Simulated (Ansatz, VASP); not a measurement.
**Two plane-wave programs on SnO2**

```
Sn O
1.0
     0.00000    2.52017    2.52017
     2.52017    0.00000    2.52017
     2.52017    2.52017    0.00000
Sn O
1 2
Direct
  0.00000 0.00000 0.00000
  0.25000 0.25000 0.25000
  0.75000 0.75000 0.75000
```

Alike in both runs: task single point; functional PBE; k mesh 14 × 14 × 14; occupations gaussian, width 0.1 eV; no spin polarisation.

|  | VASP | Ansatz |
| --- | --- | --- |
| version | VASP 6.6.1 | Ansatz 0.2.0 |
| potentials or method | VASP PAW PBE potentials, release 64 (Sn_d, O), cutoff 520 eV | scalar-relativistic, plane waves, PAW |
| valence electrons in the cell | 26 | 26 |

VASP gave:

* gap on the k mesh at the Fermi level (eV): 0.44
* least direct gap on the mesh (eV): 1.87
* pressure (GPa): 13.9

Problem. Estimate Ansatz's values.

Solution. gap on the k mesh at the Fermi level (eV): 0.45; least direct gap on the mesh (eV): 1.88; pressure (GPa): 13.1.
